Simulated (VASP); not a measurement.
# Ni (Fd-3m) in VASP: relaxation of cell and atoms with PBE

Aim: the relaxation of cell and atoms of Ni with PBE.

Everything below comes from runs of VASP 6.6.1. Logs are shortened: lines on timing, memory, paths and dates and some standing lists are left out, and cuts for length are marked.

### 1 The cell of the first run

It takes space group Fd-3m (No. 227, cubic). The conventional cell has a = 4.777 Å, b = 4.777 Å, c = 4.777 Å, α = 90.00°, β = 90.00°, γ = 90.00°. Within 2.7 Å of Ni (site symmetry -43m) lie 4 Ni at 2.07 Å.

This isn't the form of Ni at room conditions, which is fcc.

### 2 Relaxation of cell and atoms, PBE, collinear spin, ferromagnetic start

INCAR

```
PREC     = Accurate       # precision mode
ENCUT    = 600            # plane-wave cutoff, eV
EDIFF    = 1E-7           # SCF threshold, eV
ISMEAR   = -1             # smearing method
SIGMA    = 0.1            # smearing width, eV
LREAL    = F              # projectors in reciprocal space
LASPH    = T              # aspherical terms in the spheres
NELM     = 150            # most SCF steps
ALGO     = Normal         # electronic algorithm
ISIF     = 3              # what is computed and relaxed
LWAVE    = F              # write WAVECAR
LCHARG   = F              # write CHGCAR
ISPIN    = 2              # spin polarisation
MAGMOM   = 1 1            # initial moments
LORBIT   = 11             # projections on sites
LMAXMIX  = 4              # l up to which the mixer works
GGA      = PE             # functional
IBRION   = 2              # ionic algorithm
NSW      = 60             # ionic steps
EDIFFG   = -0.005         # ionic threshold
```

KPOINTS

```
Automatic mesh
0
Gamma
  14 14 14
```

POSCAR

```
Ni
1.0
    0.0000000000      2.3882820004      2.3882820004
    2.3882820004      0.0000000000      2.3882820004
    2.3882820004      2.3882820004      0.0000000000
Ni
2
Direct
   -0.1250000000     -0.1250000000     -0.1250000000
    0.1250000000      0.1250000000      0.1250000000
```

Potentials or basis: VASP PAW PBE potentials, release 64 (Ni).

Command:

```console
cat potpaw_PBE.64/Ni/POTCAR > POTCAR
mpirun -np 1 vasp_std > vasp.out
```

OUTCAR:

```text
PREC = Accurate
   ENCUT = 600
   EDIFF = 1E-7
   ISMEAR = -1
   LREAL = F
   LASPH = T
   NELM = 150
   ISIF = 3
   ISPIN = 2
   LORBIT = 11
   GGA = PE
   IBRION = 2
   NSW = 60
   EDIFFG = -0.005

 ion  position               nearest neighbor table
   1  0.875  0.875  0.875-   2 2.07   2 2.07   2 2.07   2 2.07
   2  0.125  0.125  0.125-   1 2.07   1 2.07   1 2.07   1 2.07

  LATTYP: Found a face centered cubic cell.
 ALAT       =     4.7765640008

  Lattice vectors:

 A1 = (   0.0000000000,   2.3882820004,   2.3882820004)
 A2 = (   2.3882820004,   0.0000000000,   2.3882820004)
 A3 = (   2.3882820004,   2.3882820004,   0.0000000000)

Analysis of symmetry for initial positions (statically):
=====================================================================
 Subroutine PRICEL returns:
 Original cell was already a primitive cell.

 Routine SETGRP: Setting up the symmetry group for a
 face centered cubic supercell.

 Subroutine GETGRP returns: Found 48 space group operations
 (whereof 12 operations were pure point group operations)
 out of a pool of 48 trial point group operations.

The static configuration has the point symmetry D_3d.
 The point group associated with its full space group is O_h .

Analysis of symmetry for dynamics (positions and initial velocities):
=====================================================================
 Subroutine PRICEL returns:
 Original cell was already a primitive cell.

 Routine SETGRP: Setting up the symmetry group for a
 face centered cubic supercell.

 Subroutine GETGRP returns: Found 48 space group operations
 (whereof 12 operations were pure point group operations)
 out of a pool of 48 trial point group operations.

The dynamic configuration has the point symmetry D_3d.
 The point group associated with its full space group is O_h .

Analysis of structural, dynamic, and magnetic symmetry:
=====================================================================
 Subroutine PRICEL returns:
 Original cell was already a primitive cell.

 Routine SETGRP: Setting up the symmetry group for a
 face centered cubic supercell.

 Subroutine GETGRP returns: Found 48 space group operations
 (whereof 12 operations were pure point group operations)
 out of a pool of 48 trial point group operations.

The overall configuration has the point symmetry D_3d.
 The point group associated with its full space group is O_h .

 Subroutine INISYM returns: Found 48 space group operations
 (whereof 12 operations are pure point group operations),
 and found     1 'primitive' translations

----------------------------------------------------------------------------------------

                                     Primitive cell

  volume of cell :      27.2450

  direct lattice vectors                    reciprocal lattice vectors
     0.000000000  2.388282000  2.388282000    -0.209355512  0.209355512  0.209355512
     2.388282000  0.000000000  2.388282000     0.209355512 -0.209355512  0.209355512
     2.388282000  2.388282000  0.000000000     0.209355512  0.209355512 -0.209355512

  length of vectors
     3.377540796  3.377540796  3.377540796     0.362614383  0.362614383  0.362614383

  position of ions in fractional coordinates (direct lattice)
     0.875000000  0.875000000  0.875000000
     0.125000000  0.125000000  0.125000000

  ion indices of the primitive-cell ions
   primitive index   ion index
                 1           1
                 2           2

----------------------------------------------------------------------------------------

 KPOINTS: Automatic mesh

Automatic generation of k-mesh.
 Grid dimensions read from file:
 generate k-points for:   14   14   14

 Generating k-lattice:

  Cartesian coordinates                     Fractional coordinates (reciprocal lattice)
    -0.014953965  0.014953965  0.014953965     0.071428571  0.000000000  0.000000000
     0.014953965 -0.014953965  0.014953965     0.000000000  0.071428571  0.000000000
     0.014953965  0.014953965 -0.014953965     0.000000000  0.000000000  0.071428571

  Length of vectors
     0.025901027  0.025901027  0.025901027

  Shift w.r.t. Gamma in fractional coordinates (k-lattice)
     0.000000000  0.000000000  0.000000000

 Subroutine IBZKPT returns following result:
 ===========================================

 Found    104 irreducible k-points:

 Following reciprocal coordinates:
            Coordinates               Weight
  0.000000  0.000000  0.000000      1.000000
  0.071429  0.000000  0.000000      8.000000
  0.142857  0.000000  0.000000      8.000000
  0.214286  0.000000  0.000000      8.000000
  0.285714  0.000000  0.000000      8.000000
  0.357143  0.000000  0.000000      8.000000
[... 16 lines left out ...]
  0.214286  0.142857  0.000000     24.000000
  0.285714  0.142857  0.000000     24.000000
 [... further k-points ...]
   k-points           NKPTS =    104   k-points in BZ     NKDIM =    104   number of bands    NBANDS=     15
   number of dos      NEDOS =    301   number of ions     NIONS =      2
   total plane-waves  NPLWV =  21952
   dimension x,y,z NGX =    28 NGY =   28 NGZ =   28
   dimension x,y,z NGXF=    56 NGYF=   56 NGZF=   56
   ions per type =               2
   NGX,Y,Z   is equivalent  to a cutoff of  13.78, 13.78, 13.78 a.u.
   NGXF,Y,Z  is equivalent  to a cutoff of  27.56, 27.56, 27.56 a.u.
 SYSTEM =  unknown system
   PREC   = accura    normal or accurate (medium, high low for compatibility)
   ISTART =      0    job   : 0-new  1-cont  2-samecut
   ICHARG =      2    charge: 1-file 2-atom 10-const
   ISPIN  =      2    spin polarized calculation?
   LNONCOLLINEAR =      F non collinear calculations
   LSORBIT =      F    spin-orbit coupling
   LASPH  =      T    aspherical Exc in radial PAW
   ENCUT  =  600.0 eV  44.10 Ry    6.64 a.u.   6.75  6.75  6.75*2*pi/ulx,y,z
   NELM   =    150;   NELMIN=  2; NELMDL= -5     # of ELM steps
   EDIFF  = 0.1E-06   stopping-criterion for ELM
   LREAL  =      F    real-space projection
   EDIFFG = -.5E-02   stopping-criterion for IOM
   NSW    =     60    number of steps for IOM
   IBRION =      2    ionic relax: 0-MD 1-quasi-New 2-CG
   NFREE  =      1    steps in history (QN), initial steepest desc. (CG)
   ISIF   =      3    stress and relaxation
   ISYM   =      2    0-nonsym 1-usesym 2-fastsym
   POTIM  = 0.5000    time-step for ionic-motion
   TEBEG  =    0.0;   TEEND  =   0.0 temperature during run
   PSTRESS=    0.0 pullay stress
   NELECT =      20.0000    total number of electrons
   NUPDOWN=      -1.0000    fix difference up-down
   EMIN   =  10.00;   EMAX   =-10.00  energy-range for DOS
   EFERMI =   0.00;   METHOD = LEGACY
   ISMEAR =    -1;   SIGMA  =   0.10  broadening in eV -4-tet -1-fermi 0-gaus
   EFERMI_NEDOS =   21; number of points for ismear=-14 and -15
   IALGO  =     38    algorithm
   IMIX   =      4    mixing-type and parameters
     AMIX     =   0.40;   BMIX     =  1.00
     AMIX_MAG =   1.60;   BMIX_MAG =  1.00
  volume/ion in A,a.u.               =      13.62        91.93
  Fermi-wavevector in a.u.,A,eV,Ry     =   1.476803  2.790753 29.673586  2.180947
  Thomas-Fermi vector in A             =   2.591285
   LORBIT       =     11    0 simple, 1 ext, 2 COOP (PROOUT), +10 PAW based schemes
   GGA     = PE    functional components
   LHFCALC =     F    Hartree Fock is set to
   AEXX    =    0.0000 exact exchange contribution
   IVDW    =     0    specifies the selected vdW correction
   LEPSILON=     F    determine dielectric tensor
   LRPA    =     F    only Hartree local field effects (RPA)
 conjugate gradient relaxation of ions
 spin polarized calculation
  energy-cutoff  :      600.00
  volume of cell :       27.25
 maximum number of plane-waves:       941
   NGX = 13   NGY = 13   NGZ = 13

--------------------------------------- Ionic step        1  -------------------------------------------

 number of electron      19.9999992 magnetization       1.5344803

 Free energy of the ion-electron system (eV)
  ---------------------------------------------------
  ext. energy  EPLUGINS =         0.00000000
  ---------------------------------------------------
  free energy    TOTEN  =        -8.17324656 eV

  energy without entropy =       -8.08293010  energy(sigma->0) =       -8.12808833

------------------------ aborting loop because EDIFF is reached ----------------------------------------

  FORCE on cell =-STRESS in cart. coord.  units (eV):
  Direction    XX          YY          ZZ          XY          YZ          ZX
  --------------------------------------------------------------------------------------
  -------------------------------------------------------------------------------------
  Total        4.7521707      4.7521707      4.7521707      0.0000000      0.0000000      0.0000000
  in kB      279.4575228    279.4575228    279.4575228      0.0000000      0.0000000      0.0000000
  external PRESSURE =     279.4575228 kB  Pullay stress =       0.0000000 kB
[... 21 lines left out ...]
  energy  without entropy=       -8.0829301039  energy(sigma->0) =       -8.12808833

--------------------------------------- Ionic step        2  -------------------------------------------

 number of electron      19.9999981 magnetization      -1.5971715

 E-fermi :   3.5176     XC(G=0): -10.0184

 val. band max:        3.5156557247   @ k =  -0.4286   0.0714   0.0000
 cond. band min:       3.5194231596   @ k =   0.5000   0.2857   0.0714
 fundamental gap:      0.0037674350
 Fermi energy:         3.5175526180

 spin component 1

 k-point     1 :       0.0000    0.0000    0.0000
  band No.  band energies     occupation
      1      -2.3852      1.00000
      2       1.5097      1.00000
      3       1.5097      1.00000
      4       1.5319      1.00000
      5       1.5319      1.00000
      6       1.5319      1.00000
      7       2.8159      0.99910
      8       2.8159      0.99910
      9       2.8159      0.99910
     10       3.6173      0.26944
     11       3.6173      0.26944
     12      14.1748      0.00000
     13      14.1748      0.00000
     14      14.1748      0.00000
     15      14.9131      0.00000
[... 883 lines left out ...]
  energy  without entropy=       -8.3501351947  energy(sigma->0) =       -8.41448987

--------------------------------------- Ionic step        3  -------------------------------------------

 number of electron      19.9999990 magnetization      -1.5640062

 Free energy of the ion-electron system (eV)
  ---------------------------------------------------
  ext. energy  EPLUGINS =         0.00000000
  ---------------------------------------------------
  free energy    TOTEN  =        -8.60735242 eV

  energy without entropy =       -8.49478813  energy(sigma->0) =       -8.55107027

 E-fermi :   4.6460     XC(G=0): -10.6436

 val. band max:        4.6427048256   @ k =  -0.2857   0.0714   0.0000
 cond. band min:       4.6532152407   @ k =   0.5000   0.0000   0.0000
 fundamental gap:      0.0105104151
 Fermi energy:         4.6460300498

 spin component 1

 k-point     1 :       0.0000    0.0000    0.0000
  band No.  band energies     occupation
      1      -1.8668      1.00000
      2       2.2431      1.00000
      3       2.2431      1.00000
      4       2.2934      1.00000
      5       2.2934      1.00000
      6       2.2934      1.00000
      7       3.7846      0.99982
      8       3.7846      0.99982
      9       3.7846      0.99982
     10       4.7812      0.20562
     11       4.7812      0.20562
     12      16.4015      0.00000
     13      16.4015      0.00000
     14      16.4015      0.00000
     15      16.9893      0.00000
[... 879 lines left out ...]
  FREE ENERGIE OF THE ION-ELECTRON SYSTEM (eV)
  ---------------------------------------------------
  free  energy   TOTEN  =        -8.6073524198 eV

  energy  without entropy=       -8.4947881266  energy(sigma->0) =       -8.55107027

 reached required accuracy - stopping structural energy minimisation

 total charge

# of ion       s       p       d       tot
------------------------------------------
    1        0.539   0.340   8.333   9.212
    2        0.539   0.340   8.333   9.212
--------------------------------------------------
tot          1.079   0.680  16.665  18.424

 magnetization (x)

# of ion       s       p       d       tot
------------------------------------------
    1        0.013   0.016  -0.815  -0.786
    2        0.013   0.016  -0.815  -0.786
--------------------------------------------------
tot          0.026   0.031  -1.630  -1.573
```

Wall time 9.1 min (1 thread of Oxide Virtual Turin-like, shared host); peak memory 0.2 GiB.

Results:

* Free energy: -8.6074 eV
* Relaxed volume: 16.62 Å³/atom
* Relaxed cell: a = 3.609 Å, b = 3.609 Å, c = 3.609 Å, α = 60.00°, β = 60.00°, γ = 60.00°
* Space group after relaxing (to 0.1 Å): Fd-3m (No. 227)
* Energy gained by relaxing: 217.1 meV/atom
* Ionic steps: 3
* Pressure after relaxing: 0.0 GPa
* Net moment: -1.56 μB per cell
* Site moments: Ni -0.79 μB
* Valence electrons inside the program's atomic spheres: Ni 9.21

The path:
```
step  energy change (eV)  largest force (eV/Å)  pressure (GPa)  volume (Å³)
   1              0.0000                0.0000           27.95        27.24
   2             -0.3056                0.0000           -8.13        37.73
   3             -0.4341                0.0000            0.00        33.24
```

Final structure:
```cif
data_structure
_symmetry_space_group_name_H-M 'P 1'
_symmetry_Int_Tables_number 1
_cell_length_a 3.6091
_cell_length_b 3.6091
_cell_length_c 3.6091
_cell_angle_alpha 60.000
_cell_angle_beta 60.000
_cell_angle_gamma 60.000
_cell_volume 33.24
loop_
_atom_site_label
_atom_site_type_symbol
_atom_site_fract_x
_atom_site_fract_y
_atom_site_fract_z
_atom_site_occupancy
Ni1 Ni 0.87500 0.87500 0.87500 1
Ni2 Ni 0.12500 0.12500 0.12500 1
```

Caveat: the volume moved by over 15 % at a fixed basis, so the end points are rough.
